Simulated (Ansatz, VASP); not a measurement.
# Two plane-wave programs on Cu

```xyz
1
Lattice="0.0000 1.8262 1.8708 1.8262 0.0000 1.8708 1.8262 1.8262 0.0000" Properties=species:S:1:pos:R:3 pbc="T T T"
Cu    0.0000    0.0000    0.0000
```

Change from the starting cell: strain +0.025 along x and y, +0.050 along z, atoms carried along.

Alike in both runs: task single point; functional PBEsol; k mesh 28 × 28 × 28; occupations gaussian, width 0.15 eV; no spin polarisation.

```csv
,VASP,Ansatz
version,VASP 6.6.1,Ansatz 0.2.0
potentials or method,"VASP PAW PBE potentials, release 64 (Cu), cutoff 520 eV","scalar-relativistic, plane waves, PAW"
valence electrons in the cell,11,19
```

```csv
,VASP,Ansatz,Ansatz less VASP
gap on the k mesh at the Fermi level (eV),none,none,-
pressure (GPa),-12.3,-12.9,-0.62
"traceless stress, the component that is largest in VASP (GPa)",-0.89,-0.90,-0.009
```

VASP's potentials were made for PBE, not for PBEsol. A gap of «none» marks a metal or a gap that the smearing closes. VASP's potentials hold 11 valence electrons a cell and Ansatz's 19, so a difference there can come from the potentials and not from the codes.
